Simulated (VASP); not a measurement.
# BN (F-43m) in VASP: dielectric tensor with PBEsol

Aim: the dielectric tensor of BN with PBEsol.

Everything below comes from runs of VASP 6.6.1. Logs are shortened: lines on timing, memory, paths and dates and some standing lists are left out, and cuts for length are marked.

## 1. The cell of the first run

It takes space group F-43m (No. 216, cubic). Conventional cell: a = 3.615 Å, b = 3.615 Å, c = 3.615 Å, α = 90.00°, β = 90.00°, γ = 90.00°. Within 2.1 Å of B (site symmetry -43m) lie 4 N at 1.57 Å. N (site symmetry -43m) has 4 B at 1.57 Å within 2.1 Å.

## 2. Dielectric tensor, PBEsol

INCAR

```
SYSTEM = BN
  PREC = Accurate
  ENCUT = 520
  EDIFF = 1E-8
  ISMEAR = 0
  SIGMA = 0.01
  LREAL = .FALSE.
  LASPH = .TRUE.
  NELM = 120
  ALGO = Normal
  ISIF = 2
  LWAVE = .FALSE.
  LCHARG = .FALSE.
  GGA = PS
  LEPSILON = .TRUE.
  GGA_COMPAT = .FALSE.
```

KPOINTS

```
regular mesh
0
G
  10 10 10
  0 0 0
```

POSCAR

```
BN
1.0
    0.0000000000      1.8075000000      1.8075000000
    1.8075000000      0.0000000000      1.8075000000
    1.8075000000      1.8075000000      0.0000000000
B N
1 1
Direct
    0.0000000000      0.0000000000      0.0000000000
    0.7500000000      0.7500000000      0.7500000000
```

Potentials or basis: VASP PAW PBE potentials, release 64 (B, N).

Run with:

```console
$ cat potpaw_PBE.64/B/POTCAR potpaw_PBE.64/N/POTCAR > POTCAR
$ mpirun -np 1 vasp_std > vasp.out
```

OUTCAR:

```text
SYSTEM = BN
   PREC = Accurate
   ENCUT = 520
   EDIFF = 1E-8
   ISMEAR = 0
   LREAL = .FALSE.
   LASPH = .TRUE.
   NELM = 120
   ISIF = 2
   GGA = PS
   LEPSILON = .TRUE.

 ion  position               nearest neighbor table
   1  0.000  0.000  0.000-   2 1.57   2 1.57   2 1.57   2 1.57
   2  0.750  0.750  0.750-   1 1.57   1 1.57   1 1.57   1 1.57

  LATTYP: Found a face centered cubic cell.
 ALAT       =     3.6150000000

  Lattice vectors:

 A1 = (   0.0000000000,   1.8075000000,   1.8075000000)
 A2 = (   1.8075000000,   0.0000000000,   1.8075000000)
 A3 = (   1.8075000000,   1.8075000000,   0.0000000000)

Analysis of symmetry for initial positions (statically):
=====================================================================
 Subroutine PRICEL returns:
 Original cell was already a primitive cell.

 Routine SETGRP: Setting up the symmetry group for a
 face centered cubic supercell.

 Subroutine GETGRP returns: Found 24 space group operations
 (whereof 24 operations were pure point group operations)
 out of a pool of 48 trial point group operations.

The static configuration has the point symmetry T_d .

Analysis of symmetry for dynamics (positions and initial velocities):
=====================================================================
 Subroutine PRICEL returns:
 Original cell was already a primitive cell.

 Routine SETGRP: Setting up the symmetry group for a
 face centered cubic supercell.

 Subroutine GETGRP returns: Found 24 space group operations
 (whereof 24 operations were pure point group operations)
 out of a pool of 48 trial point group operations.

The dynamic configuration has the point symmetry T_d .

 Subroutine INISYM returns: Found 24 space group operations
 (whereof 24 operations are pure point group operations),
 and found     1 'primitive' translations

----------------------------------------------------------------------------------------

                                     Primitive cell

  volume of cell :      11.8104

  direct lattice vectors                    reciprocal lattice vectors
     0.000000000  1.807500000  1.807500000    -0.276625173  0.276625173  0.276625173
     1.807500000  0.000000000  1.807500000     0.276625173 -0.276625173  0.276625173
     1.807500000  1.807500000  0.000000000     0.276625173  0.276625173 -0.276625173

  length of vectors
     2.556191014  2.556191014  2.556191014     0.479128854  0.479128854  0.479128854

  position of ions in fractional coordinates (direct lattice)
     0.000000000  0.000000000  0.000000000
     0.750000000  0.750000000  0.750000000

  ion indices of the primitive-cell ions
   primitive index   ion index
                 1           1
                 2           2

----------------------------------------------------------------------------------------

 KPOINTS: regular mesh

Automatic generation of k-mesh.
 Grid dimensions read from file:
 generate k-points for:   10   10   10

 Generating k-lattice:

  Cartesian coordinates                     Fractional coordinates (reciprocal lattice)
    -0.027662517  0.027662517  0.027662517     0.100000000  0.000000000  0.000000000
     0.027662517 -0.027662517  0.027662517     0.000000000  0.100000000  0.000000000
     0.027662517  0.027662517 -0.027662517     0.000000000  0.000000000  0.100000000

  Length of vectors
     0.047912885  0.047912885  0.047912885

[... 74 lines left out ...]
  volume/ion in A,a.u.               =       5.91        39.85
  Fermi-wavevector in a.u.,A,eV,Ry     =   1.437749  2.716952 28.124920  2.067123
  Thomas-Fermi vector in A             =   2.556793
   LORBIT       =      0    0 simple, 1 ext, 2 COOP (PROOUT), +10 PAW based schemes
   GGA     = PS    functional components
   LHFCALC =     F    Hartree Fock is set to
   AEXX    =    0.0000 exact exchange contribution
   IVDW    =     0    specifies the selected vdW correction
   LEPSILON=     T    determine dielectric tensor
   LRPA    =     F    only Hartree local field effects (RPA)
 non-spin polarized calculation
 Gauss-broadening in eV      SIGMA  =   0.01
  energy-cutoff  :      520.00
  volume of cell :       11.81
 maximum number of plane-waves:       332
   NGX =  9   NGY =  9   NGZ =  9

--------------------------------------- Ionic step        1  -------------------------------------------

 number of electron       7.9999999 magnetization

 E-fermi :   7.4416     XC(G=0): -13.0162

 val. band max:        7.3628215358   @ k =   0.0000   0.0000   0.0000
 cond. band min:      11.6394926402   @ k =   0.5000   0.5000   0.0000
 fundamental gap:      4.2766711044
 Fermi energy:         7.4416059056

 k-point     1 :       0.0000    0.0000    0.0000
  band No.  band energies     occupation
      1     -12.8902      2.00000
      2       7.3628      2.00000
      3       7.3628      2.00000
      4       7.3628      2.00000
      5      16.1245      0.00000
      6      16.1245      0.00000
      7      16.1245      0.00000
      8      17.6304      0.00000
[... 243 lines left out ...]
 k-point    24 :       0.4000    0.3000    0.0000
  band No.  band energies     occupation
      1      -9.0854      2.00000
      2       0.5655      2.00000
      3       2.8147      2.00000
      4       3.2595      2.00000
      5      13.3110      0.00000
      6      17.8609      0.00000
      7      22.7937      0.00000
      8      22.8913      0.00000

 [... further k-points ...]

  FORCE on cell =-STRESS in cart. coord.  units (eV):
  Direction    XX          YY          ZZ          XY          YZ          ZX
  --------------------------------------------------------------------------------------
  -------------------------------------------------------------------------------------
  Total       -0.1734501     -0.1734501     -0.1734501     -0.0000000     -0.0000000     -0.0000000
  in kB      -23.5299018    -23.5299018    -23.5299018     -0.0000000     -0.0000000     -0.0000000
  external PRESSURE =     -23.5299018 kB  Pullay stress =       0.0000000 kB

 VOLUME and BASIS-vectors are now :
 -----------------------------------------------------------------------------
  energy-cutoff  :      520.00
  volume of cell :       11.81
      direct lattice vectors                 reciprocal lattice vectors
     0.000000000  1.807500000  1.807500000    -0.276625173  0.276625173  0.276625173
     1.807500000  0.000000000  1.807500000     0.276625173 -0.276625173  0.276625173
     1.807500000  1.807500000  0.000000000     0.276625173  0.276625173 -0.276625173

 POSITION                                       TOTAL-FORCE (eV/Angst)
 -----------------------------------------------------------------------------------
      0.00000      0.00000      0.00000         0.000000      0.000000      0.000000
      2.71125      2.71125      2.71125        -0.000000     -0.000000     -0.000000
 -----------------------------------------------------------------------------------
    total drift:                               -0.000000     -0.000000     -0.000000

  FREE ENERGIE OF THE ION-ELECTRON SYSTEM (eV)
  ---------------------------------------------------
  free  energy   TOTEN  =       -18.3464866501 eV

  energy  without entropy=      -18.3464866501  energy(sigma->0) =      -18.34648665

 HEAD OF MICROSCOPIC STATIC DIELECTRIC TENSOR (INDEPENDENT PARTICLE, excluding Hartree and local field effects)
 ------------------------------------------------------
           4.768665     0.000000    -0.000000
           0.000000     4.768665     0.000000
          -0.000000     0.000000     4.768665
 ------------------------------------------------------

 Free energy of the ion-electron system (eV)
  ---------------------------------------------------
  ---------------------------------------------------
  free energy    TOTEN  =        -0.12729070 eV

  energy without entropy =       -0.12729070

------------------------ aborting loop because EDIFF is reached ----------------------------------------

--------------------------------------- Ionic step        2  -------------------------------------------

------------------------ aborting loop because EDIFF is reached ----------------------------------------

--------------------------------------- Ionic step        3  -------------------------------------------

 Free energy of the ion-electron system (eV)
  ---------------------------------------------------
  ---------------------------------------------------
  free energy    TOTEN  =        -0.12729078 eV

  energy without entropy =       -0.12729078

------------------------ aborting loop because EDIFF is reached ----------------------------------------

 PIEZOELECTRIC TENSOR FIELD DIRECTION 3  (e Angst)
 -----------------------------------------------------------------------------
    -0.00032  0.75953  0.00000           ( -0.00000  0.00387  0.00000)
     0.75953 -0.00032  0.00000           (  0.00387 -0.00000  0.00000)
     0.00000  0.00000  0.00026           (  0.00000  0.00000 -0.00000)

 PIEZOELECTRIC TENSOR FIELD DIRECTION 3  (C/m^2)
 -----------------------------------------------------------------------------
    -0.00043  1.03037  0.00000
     1.03037 -0.00043  0.00000
     0.00000  0.00000  0.00035

 MACROSCOPIC STATIC DIELECTRIC TENSOR (including local field effects in DFT)
 ------------------------------------------------------
           4.640279     0.000000     0.000000
           0.000000     4.640279     0.000000
           0.000000    -0.000000     4.640279
 ------------------------------------------------------

 PIEZOELECTRIC TENSOR (including local field effects)  for field in x, y, z        (e  Angst)
          XX          YY          ZZ          XY          YZ          ZX
  --------------------------------------------------------------------------------
  x     0.00000    -0.00000     0.00000     0.00000     0.76003     0.00000
  y     0.00000    -0.00000     0.00000     0.00000     0.00000     0.76003
  z    -0.00000     0.00000     0.00000     0.76003     0.00000     0.00000

 PIEZOELECTRIC TENSOR (including local field effects)  for field in x, y, z        (C/m^2)
          XX          YY          ZZ          XY          YZ          ZX
  --------------------------------------------------------------------------------
  x     0.00000    -0.00000     0.00000     0.00000     1.03105     0.00000
  y     0.00000    -0.00000     0.00000     0.00000     0.00000     1.03105
  z    -0.00000     0.00000     0.00000     1.03105     0.00000     0.00000

 BORN EFFECTIVE CHARGES (including local field effects) (in |e|, cummulative output)
 ---------------------------------------------------------------------------------
 ion    1
    1     1.90311    -0.00000    -0.00000
    2    -0.00000     1.90311     0.00000
    3     0.00000    -0.00000     1.90311
 ion    2
    1    -1.90311     0.00000     0.00000
    2     0.00000    -1.90311    -0.00000
    3    -0.00000     0.00000    -1.90311
```

Run time: 28 s. Hardware: 1 thread of Intel Xeon 6975P-C (Granite Rapids), shared host; peak memory 0.15 GiB.

What came out:

- Band gap on the k mesh: 4.28 eV (least direct gap 8.76 eV)
- Electronic dielectric tensor (diagonal): 4.64
- Born charges (mean of the diagonal): B +1.90; N -1.90 e

Levels at points of the mesh, in eV from the valence-band top:
| k point | band 1 | band 2 | band 3 | band 4 | band 5 | band 6 | band 7 | band 8 |
| --- | --- | --- | --- | --- | --- | --- | --- | --- |
| (0.00, 0.00, 0.00) | -20.25 | 0.00 | 0.00 | 0.00 | 8.76 | 8.76 | 8.76 | 10.27 |
| (0.50, 0.00, 0.00) | -15.98 | -10.78 | -1.95 | -1.95 | 10.09 | 10.62 | 10.62 | 15.08 |
| (0.50, 0.50, 0.00) | -14.61 | -8.96 | -4.94 | -4.94 | 4.28 | 9.09 | 17.88 | 17.88 |

Electronic dielectric tensor:
```
4.64 0.00 0.00
0.00 4.64 0.00
0.00 0.00 4.64
```

Born effective charge tensors (e):
atom 1, B
```
1.90 0.00 0.00
0.00 1.90 0.00
0.00 0.00 1.90
```
atom 2, N
```
-1.90  0.00  0.00
 0.00 -1.90  0.00
 0.00  0.00 -1.90
```

Caveat: the PAW data sets were made with another functional, which shifts forces and pressure a little. As with any semilocal functional, this PBEsol gap is likely too small.
